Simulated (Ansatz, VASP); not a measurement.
# CdS: VASP beside Ansatz

File INCAR:

```
PREC = Accurate
ENCUT = 520
EDIFF = 1E-8
ISMEAR = -1
SIGMA = 0.01
LREAL = False
LASPH = True
NELM = 80
ALGO = Normal
ISIF = 2
LWAVE = False
LCHARG = False
GGA = PS
LEFG = True
NBANDS = 26
```

KPOINTS

```
Automatic mesh
0
Gamma
  7 7 4
```

Contents of POSCAR:

```
CdS
1.0
    4.2174951875      0.0000000000      0.0000000000
   -2.1087475937      3.6524579727      0.0000000000
    0.0000000000      0.0000000000      6.7490000000
Cd S
2 2
Direct
    0.3333333333      0.6666666667      0.0000000000
    0.6666666667      0.3333333333      0.5000000000
    0.3333333333      0.6666666667      0.3850000000
    0.6666666667      0.3333333333      0.8850000000
```

Input for Ansatz:

```yaml
crystal:
  lattice:
    - [4.2174951875, 0.0, 0.0]
    - [-2.1087475937, 3.6524579727, 0.0]
    - [0.0, 0.0, 6.749]
  atoms:
    - { symbol: Cd, position: [0.3333333333, 0.6666666667, 0.0] }
    - { symbol: Cd, position: [0.6666666667, 0.3333333333, 0.5] }
    - { symbol: S, position: [0.3333333333, 0.6666666667, 0.385] }
    - { symbol: S, position: [0.6666666667, 0.3333333333, 0.885] }
kpoints:
  mp_grid: { grid: [7, 7, 4] }
scf:
  occupations: { method: fermi_dirac, width: 0.01 }
hamiltonian:
  xc: pbesol
  pseudopotentials: { kind: all_electron, datasets: crystal }
output:
  forces: true
  stress: true
  eigenvalues: true
  efg: { contact_densities: true }
```

Change from the starting cell: equal xx and yy strain of +2 %, crystal datasets.

Alike in both runs: task electric field gradients; functional PBEsol; k mesh 7 × 7 × 4; occupations fermi-dirac, width 0.01 eV; no spin polarisation.

```csv
,VASP,Ansatz
version,VASP 6.6.1,Ansatz 0.2.0
potentials or method,"VASP PAW PBE potentials, release 64 (Cd, S), cutoff 520 eV","all-electron PAW with datasets made for the crystal, scalar-relativistic"
```

|  | VASP | Ansatz | Ansatz less VASP |
| --- | --- | --- | --- |
| gap on the k mesh at the Fermi level (eV) | 0.99 | 0.99 | 0.000 |
| pressure (GPa) | -2.4 | -2.8 | -0.30 |
| rms of the force components (eV/Å) | 0.071 | 0.070 | -0.0015 |
| size of Vzz on the site where it differs most (V/Å²) | 18.9 | 17.2 | -1.67 |

VASP's potentials were made for PBE, not for PBEsol. Atom by atom the forces differ by 0.002 eV/Å (rms over components). Ansatz ran all-electron here, and VASP with PAW potentials.
